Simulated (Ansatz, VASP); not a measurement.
# One calculation of Mg, two programs

```xyz
1
Lattice="0.0000 1.9001 1.9001 1.9001 0.0000 1.9001 1.9001 1.9001 0.0000" Properties=species:S:1:pos:R:3 pbc="T T T"
Mg    0.0000    0.0000    0.0000
```

Change from the starting cell: volume scaled by 0.593, to set the pressure.

Alike in both runs: task single point; functional PBE; k mesh 17 × 17 × 17; occupations fermi-dirac, width 0.1 eV; no spin polarisation.

|  | VASP | Ansatz |
| --- | --- | --- |
| version | VASP 6.6.1 | Ansatz 0.2.0 |
| potentials or method | VASP PAW PBE potentials, release 64 (Mg) | PAW with Ansatz's default frozen-core files, scalar-relativistic |
| plane-wave cutoff (eV) | 600 | 420 |
| valence electrons in the cell | 2 | 10 |

```tsv
	VASP	Ansatz	Ansatz less VASP
pressure (GPa)	51.0	50.4	-0.58
```

Both programs put the cell under a high pressure, so it lies far from rest at this level. The functional is the same, so the differences come from potentials, cutoffs and numerics. VASP's potentials hold 2 valence electrons a cell and Ansatz's 10, so a difference there can come from the potentials and not from the codes.
